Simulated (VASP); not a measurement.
# Rh (P6_3/mmc) in VASP: a series of runs

Runs on Rh. Level: LDA. Tasks: single point.

Program: VASP 6.6.1. These are calculated values, not measurements. Logs are shortened: lines on timing, memory, paths and dates and some standing lists are left out, and cuts for length are marked.

**1. The cell of the first run**

Symmetry: P6_3/mmc, No. 194, hexagonal system. Conventional cell: a = 2.579 Å, b = 2.579 Å, c = 8.431 Å, α = 90.00°, β = 90.00°, γ = 120.00°. Rh (site symmetry -3m) has 12 Rh at 2.58 Å within 3.4 Å. Rh (site symmetry -6m2) has 12 Rh at 2.58 Å within 3.4 Å.

**2. Single point, LDA**

Input file INCAR:

```
  PREC = Accurate
  ENCUT = 520
  EDIFF = 1E-7
  ISMEAR = -1
  SIGMA = 0.15
  LREAL = F
  LASPH = T
  NELM = 60
  ALGO = Normal
  ISIF = 2
  LWAVE = F
  LCHARG = F
  NBANDS = 38
```

Input file KPOINTS:

```
Automatic mesh
0
Gamma
  10 10 3
```

Input file POSCAR:

```
Rh
1.0
    2.5794560886      0.0000000000      0.0000000000
   -1.2897275652      2.2338739732      0.0000000000
    0.0000000000      0.0000000000      8.4310494604
Rh
4
Direct
    0.0000000000      0.0000000000      0.0000000000
    0.3333333333      0.6666666667      0.2500000000
    0.0000000000      0.0000000000      0.5000000000
    0.6666666667      0.3333333333      0.7500000000
```

Potentials or basis: VASP PAW LDA potentials, release 64 (Rh_pv).

Run with:

```console
> cat potpaw_LDA.64/Rh_pv/POTCAR > POTCAR
> mpirun -np 1 vasp_std > vasp.out
```

OUTCAR:

```text
PREC = Accurate
   ENCUT = 520
   EDIFF = 1E-7
   ISMEAR = -1
   LREAL = F
   LASPH = T
   NELM = 60
   ISIF = 2

 ion  position               nearest neighbor table
   1  0.000  0.000  0.000-   2 2.58   4 2.58   4 2.58   2 2.58   4 2.58   2 2.58
   2  0.333  0.667  0.250-   1 2.58   3 2.58   1 2.58   3 2.58   1 2.58   3 2.58
   3  0.000  0.000  0.500-   2 2.58   4 2.58   4 2.58   2 2.58   4 2.58   2 2.58
   4  0.667  0.333  0.750-   1 2.58   3 2.58   1 2.58   3 2.58   1 2.58   3 2.58

  LATTYP: Found a hexagonal cell.
 ALAT       =     2.5794560886
 C/A-ratio  =     3.2685376959

  Lattice vectors:

 A1 = (   2.5794560886,   0.0000000000,   0.0000000000)
 A2 = (  -1.2897275652,   2.2338739732,   0.0000000000)
 A3 = (   0.0000000000,   0.0000000000,   8.4310494604)

Analysis of symmetry for initial positions (statically):
=====================================================================
 Subroutine PRICEL returns:
 Original cell was already a primitive cell.

 Routine SETGRP: Setting up the symmetry group for a
 hexagonal supercell.

 Subroutine GETGRP returns: Found 24 space group operations
 (whereof 12 operations were pure point group operations)
 out of a pool of 24 trial point group operations.

The static configuration has the point symmetry D_3d.
 The point group associated with its full space group is D_6h.

Analysis of symmetry for dynamics (positions and initial velocities):
=====================================================================
 Subroutine PRICEL returns:
 Original cell was already a primitive cell.

 Routine SETGRP: Setting up the symmetry group for a
 hexagonal supercell.

 Subroutine GETGRP returns: Found 24 space group operations
 (whereof 12 operations were pure point group operations)
 out of a pool of 24 trial point group operations.

The dynamic configuration has the point symmetry D_3d.
 The point group associated with its full space group is D_6h.

 Subroutine INISYM returns: Found 24 space group operations
 (whereof 12 operations are pure point group operations),
 and found     1 'primitive' translations

----------------------------------------------------------------------------------------

                                     Primitive cell

  volume of cell :      48.5812

  direct lattice vectors                    reciprocal lattice vectors
     2.579456089  0.000000000  0.000000000     0.387678629  0.223826331  0.000000000
    -1.289727565  2.233873973  0.000000000     0.000000000  0.447652827  0.000000000
     0.000000000  0.000000000  8.431049460     0.000000000  0.000000000  0.118609196

  length of vectors
     2.579456089  2.579455392  8.431049460     0.447652706  0.447652827  0.118609196

  position of ions in fractional coordinates (direct lattice)
     0.000000000  0.000000000  0.000000000
     0.333333333  0.666666667  0.250000000
     0.000000000  0.000000000  0.500000000
     0.666666667  0.333333333  0.750000000

  ion indices of the primitive-cell ions
   primitive index   ion index
                 1           1
                 2           2
                 3           3
                 4           4

----------------------------------------------------------------------------------------

 KPOINTS: Automatic mesh

Automatic generation of k-mesh.
 Grid dimensions read from file:
 generate k-points for:   10   10    3

 Generating k-lattice:

  Cartesian coordinates                     Fractional coordinates (reciprocal lattice)
     0.038767863  0.022382633  0.000000000     0.100000000  0.000000000  0.000000000
     0.000000000  0.044765283  0.000000000     0.000000000  0.100000000  0.000000000
     0.000000000  0.000000000  0.039536399     0.000000000  0.000000000  0.333333333

  Length of vectors
     0.044765271  0.044765283  0.039536399

  Shift w.r.t. Gamma in fractional coordinates (k-lattice)
     0.000000000  0.000000000  0.000000000

 Subroutine IBZKPT returns following result:
 ===========================================

 Found     28 irreducible k-points:

 Following reciprocal coordinates:
            Coordinates               Weight
  0.000000  0.000000  0.000000      1.000000
  0.100000  0.000000  0.000000      6.000000
  0.200000  0.000000  0.000000      6.000000
  0.300000  0.000000  0.000000      6.000000
  0.400000  0.000000  0.000000      6.000000
  0.500000  0.000000  0.000000      3.000000
[... 16 lines left out ...]
  0.300000  0.100000  0.333333     24.000000
  0.400000  0.100000  0.333333     24.000000
 [... further k-points ...]
   k-points           NKPTS =     28   k-points in BZ     NKDIM =     28   number of bands    NBANDS=     38
   number of dos      NEDOS =    301   number of ions     NIONS =      4
   total plane-waves  NPLWV =  25600
   dimension x,y,z NGX =    20 NGY =   20 NGZ =   64
   dimension x,y,z NGXF=    40 NGYF=   40 NGZF=  128
   ions per type =               4
   NGX,Y,Z   is equivalent  to a cutoff of  12.89, 12.89, 12.62 a.u.
   NGXF,Y,Z  is equivalent  to a cutoff of  25.78, 25.78, 25.24 a.u.
 SYSTEM =  unknown system
   PREC   = accura    normal or accurate (medium, high low for compatibility)
   ISTART =      0    job   : 0-new  1-cont  2-samecut
   ICHARG =      2    charge: 1-file 2-atom 10-const
   ISPIN  =      1    spin polarized calculation?
   LNONCOLLINEAR =      F non collinear calculations
   LSORBIT =      F    spin-orbit coupling
   LASPH  =      T    aspherical Exc in radial PAW
   ENCUT  =  520.0 eV  38.22 Ry    6.18 a.u.   4.80  4.80 15.68*2*pi/ulx,y,z
   NELM   =     60;   NELMIN=  2; NELMDL= -5     # of ELM steps
   EDIFF  = 0.1E-06   stopping-criterion for ELM
   LREAL  =      F    real-space projection
   EDIFFG = 0.1E-05   stopping-criterion for IOM
   NSW    =      0    number of steps for IOM
   IBRION =     -1    ionic relax: 0-MD 1-quasi-New 2-CG
   NFREE  =      0    steps in history (QN), initial steepest desc. (CG)
   ISIF   =      2    stress and relaxation
   ISYM   =      2    0-nonsym 1-usesym 2-fastsym
   POTIM  = 0.5000    time-step for ionic-motion
   TEBEG  =    0.0;   TEEND  =   0.0 temperature during run
   PSTRESS=    0.0 pullay stress
   NELECT =      60.0000    total number of electrons
   NUPDOWN=      -1.0000    fix difference up-down
   EMIN   =  10.00;   EMAX   =-10.00  energy-range for DOS
   EFERMI =   0.00;   METHOD = LEGACY
   ISMEAR =    -1;   SIGMA  =   0.15  broadening in eV -4-tet -1-fermi 0-gaus
   EFERMI_NEDOS =   21; number of points for ismear=-14 and -15
   IALGO  =     38    algorithm
   IMIX   =      4    mixing-type and parameters
     AMIX     =   0.40;   BMIX     =  1.00
     AMIX_MAG =   1.60;   BMIX_MAG =  1.00
  volume/ion in A,a.u.               =      12.15        81.96
  Fermi-wavevector in a.u.,A,eV,Ry     =   1.756450  3.319209 41.975555  3.085116
  Thomas-Fermi vector in A             =   2.825998
   LORBIT       =      0    0 simple, 1 ext, 2 COOP (PROOUT), +10 PAW based schemes
   GGA     = CA    functional components
   LHFCALC =     F    Hartree Fock is set to
   AEXX    =    0.0000 exact exchange contribution
   IVDW    =     0    specifies the selected vdW correction
   LEPSILON=     F    determine dielectric tensor
   LRPA    =     F    only Hartree local field effects (RPA)
 non-spin polarized calculation
  energy-cutoff  :      520.00
  volume of cell :       48.58
 maximum number of plane-waves:      1320
 NGX is ok and might be reduce to    20
   NGX =  9   NGY =  9   NGZ = 31

 number of electron      59.9999988 magnetization

 Free energy of the ion-electron system (eV)
  ---------------------------------------------------
  ext. energy  EPLUGINS =         0.00000000
  ---------------------------------------------------
  free energy    TOTEN  =       -34.39656190 eV

  energy without entropy =      -34.06028997  energy(sigma->0) =      -34.22842594

 E-fermi :  14.2013     XC(G=0): -15.1543

 val. band max:       14.1906025929   @ k =   0.4000   0.1000   0.3333
 cond. band min:      14.2099378186   @ k =   0.3000   0.1000   0.3333
 fundamental gap:      0.0193352257
 Fermi energy:        14.2013299408

 k-point     1 :       0.0000    0.0000    0.0000
  band No.  band energies     occupation
      1     -33.3365      2.00000
      2     -32.7859      2.00000
      3     -32.7807      2.00000
      4     -32.3616      2.00000
      5     -32.3616      2.00000
      6     -32.2956      2.00000
[... 30 lines left out ...]
     37      24.0710      0.00000
     38      28.7302      0.00000

 k-point     2 :       0.1000    0.0000    0.0000
  band No.  band energies     occupation
      1     -33.3009      2.00000
      2     -32.7975      2.00000
      3     -32.7912      2.00000
      4     -32.4450      2.00000
      5     -32.3882      2.00000
      6     -32.3596      2.00000
[... 30 lines left out ...]
     37      23.9755      0.00000
     38      29.3006      0.00000

 k-point     3 :       0.2000    0.0000    0.0000
  band No.  band energies     occupation
      1     -33.2024      2.00000
      2     -32.8742      2.00000
      3     -32.8567      2.00000
      4     -32.6516      2.00000
      5     -32.5471      2.00000
      6     -32.4600      2.00000
[... 30 lines left out ...]
     37      23.7516      0.00000
     38      30.0482      0.00000

 k-point     4 :       0.3000    0.0000    0.0000
  band No.  band energies     occupation
      1     -33.1008      2.00000
      2     -33.0668      2.00000
      3     -32.9820      2.00000
      4     -32.8941      2.00000
      5     -32.8176      2.00000
      6     -32.5348      2.00000
[... 30 lines left out ...]
     37      23.5794      0.00000
     38      27.3095      0.00000
[... 703 lines left out ...]
      4     -32.7691      2.00000
      5     -32.7300      2.00000
      6     -32.6285      2.00000
[... 30 lines left out ...]
     37      25.7441      0.00000
     38      28.5494      0.00000

 k-point    23 :       0.3000    0.1000    0.3333
  band No.  band energies     occupation
      1     -33.1574      2.00000
      2     -33.0958      2.00000
      3     -33.0779      2.00000
      4     -32.9963      2.00000
      5     -32.8021      2.00000
      6     -32.6664      2.00000
[... 30 lines left out ...]
     37      25.8981      0.00000
     38      26.1604      0.00000

 k-point    24 :       0.4000    0.1000    0.3333
  band No.  band energies     occupation
      1     -33.2637      2.00000
      2     -33.2272      2.00000
      3     -33.1622      2.00000
      4     -33.1225      2.00000
      5     -32.7321      2.00000
      6     -32.6780      2.00000
[... 30 lines left out ...]
     37      24.5714      0.00000
     38      24.6172      0.00000

 [... further k-points ...]
[... 5 lines left out ...]
  --------------------------------------------------------------------------------------
  -------------------------------------------------------------------------------------
  Total       10.9229653     10.9229601     11.0031528      0.0000023      0.0000000      0.0000000
  in kB      360.2323343    360.2321642    362.8768673      0.0000773      0.0000000      0.0000000
  external PRESSURE =     361.1137886 kB  Pullay stress =       0.0000000 kB

 VOLUME and BASIS-vectors are now :
 -----------------------------------------------------------------------------
  energy-cutoff  :      520.00
  volume of cell :       48.58
      direct lattice vectors                 reciprocal lattice vectors
     2.579456089  0.000000000  0.000000000     0.387678629  0.223826331  0.000000000
    -1.289727565  2.233873973  0.000000000     0.000000000  0.447652827  0.000000000
     0.000000000  0.000000000  8.431049460     0.000000000  0.000000000  0.118609196

 POSITION                                       TOTAL-FORCE (eV/Angst)
 -----------------------------------------------------------------------------------
      0.00000      0.00000      0.00000         0.000000      0.000000      0.000000
      0.00000      1.48925      2.10776        -0.000000     -0.000000     -0.000000
      0.00000      0.00000      4.21552         0.000000      0.000000      0.000000
      1.28973      0.74462      6.32329         0.000000      0.000000     -0.000000
 -----------------------------------------------------------------------------------
    total drift:                                0.000000     -0.000000      0.000000

  FREE ENERGIE OF THE ION-ELECTRON SYSTEM (eV)
  ---------------------------------------------------
  free  energy   TOTEN  =       -34.3965619016 eV

  energy  without entropy=      -34.0602899720  energy(sigma->0) =      -34.22842594
```

Wall time 35 s (1 thread of Intel Xeon Platinum 8375C at 2.90GHz (Ice Lake), shared host); peak memory 0.16 GiB.

Results:

* Free energy: -34.3966 eV
* Pressure: 36.1 GPa
* Band gap on the k mesh: zero (band 30 reaches 15.24 eV, above the bottom of band 31 at 12.95 eV)

Stress tensor (GPa, compression positive):
```
36.02  0.00  0.00
 0.00 36.02  0.00
 0.00  0.00 36.29
```

**3. Single point, LDA**

This run uses another cell than the first one, of 12.70 Å³/atom, 1.045 times its volume.

Input file INCAR:

```
  PREC = Accurate
  ENCUT = 520
  EDIFF = 1E-6
  ISMEAR = -1
  SIGMA = 0.15
  LREAL = False
  LASPH = True
  NELM = 80
  ALGO = Normal
  ISIF = 2
  LWAVE = False
  LCHARG = False
  NBANDS = 38
```

KPOINTS is that of step 2.

Input file POSCAR:

```
Rh
1.0
    2.6179611100      0.0000000000      0.0000000000
   -1.3089800687      2.2672202920      0.0000000000
    0.0000000000      0.0000000000      8.5569045743
Rh
4
Direct
    0.0000000000      0.0000000000      0.0000000000
    0.3333333333      0.6666666667      0.2500000000
    0.0000000000      0.0000000000      0.5000000000
    0.6666666667      0.3333333333      0.7500000000
```

Potentials or basis: VASP PAW LDA potentials, release 64 (Rh_pv).

Run with:

```console
> cat potpaw_LDA.64/Rh_pv/POTCAR > POTCAR
> mpirun -np 1 vasp_std > vasp.out
```

It took 37 s on 1 thread of Intel Xeon Platinum 8375C at 2.90GHz (Ice Lake), shared host; peak memory 0.16 GiB.

Results (log left out):

```yaml
Free_energy: -34.7566 eV
Pressure: 16.7 GPa
Band_gap_on_the_k_mesh: zero (band 30 reaches 14.24 eV, above the bottom of band 31 at 12.11 eV)
```

Stress tensor (GPa, compression positive):
```
16.64  0.00  0.00
 0.00 16.64  0.00
 0.00  0.00 16.75
```

Levels at points of the mesh, in eV from the Fermi level:
| k point | band 25 | band 26 | band 27 | band 28 | band 29 | band 30 | band 31 | band 32 | band 33 | band 34 |
| --- | --- | --- | --- | --- | --- | --- | --- | --- | --- | --- |
| (0.00, 0.00, 0.00) | -3.14 | -3.02 | -3.02 | -1.64 | -1.64 | -0.97 | -0.97 | -0.39 | -0.39 | 0.50 |
| (0.50, 0.00, 0.00) | -1.78 | 0.64 | 0.65 | 0.69 | 0.77 | 0.96 | 0.97 | 1.01 | 1.17 | 2.29 |

(Part 1 of 2 ends here.)
